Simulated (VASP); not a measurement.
A run of VASP 6.6.1 is set up as follows.

Contents of POSCAR:

```
CsBr
1.0
    4.3193781939      0.0000000000      0.0000000000
    0.0000000000      4.3193781939      0.0000000000
    0.0000000000      0.0000000000      4.3193781939
Cs Br
1 1
Direct
    0.0000000000      0.0000000000      0.0000000000
    0.5000000000      0.5000000000      0.5000000000
```

Contents of INCAR.step1:

```
ALGO = Normal
EDIFF = 1E-5
ENCUT = 550
GGA = PE
GGA_COMPAT = F
ISMEAR = 0
LASPH = T
LCHARG = F
LREAL = F
LWAVE = T
NBANDS = 15
NELM = 120
PREC = Accurate
SIGMA = 0.01
```

The input INCAR.step2:

```
ALGO = Normal
EDIFF = 1E-6
ENCUT = 550
GGA_COMPAT = F
ISIF = 2
ISMEAR = 0
ISTART = 1
LASPH = T
LCHARG = F
LMIXTAU = T
LREAL = F
LWAVE = F
METAGGA = R2SCAN
NBANDS = 15
NELM = 120
PREC = Accurate
SIGMA = 0.01
```

The input KPOINTS:

```
k-points
0
Gamma
  4 4 4
```

Potentials or basis: VASP PAW PBE potentials, release 64 (Cs_sv, Br).

The run is started by

```bash
$ cat potpaw_PBE.64/Cs_sv/POTCAR potpaw_PBE.64/Br/POTCAR > POTCAR
$ cp INCAR.step1 INCAR
$ mpirun -np 1 vasp_std > vasp.out
$ cp INCAR.step2 INCAR
$ mpirun -np 1 vasp_std > vasp.out
```

(1) What does it give for the band gap on the k mesh?

(2) Estimate the pressure.

## Answers

(1) 5.19 eV, indirect (the least direct gap lies 4.9 meV higher).

(2) 0.1 GPa.

Caveat: the PAW data sets were made with another functional, which shifts forces and pressure a little; spin-orbit coupling is left out, which moves the levels of the heavy elements.
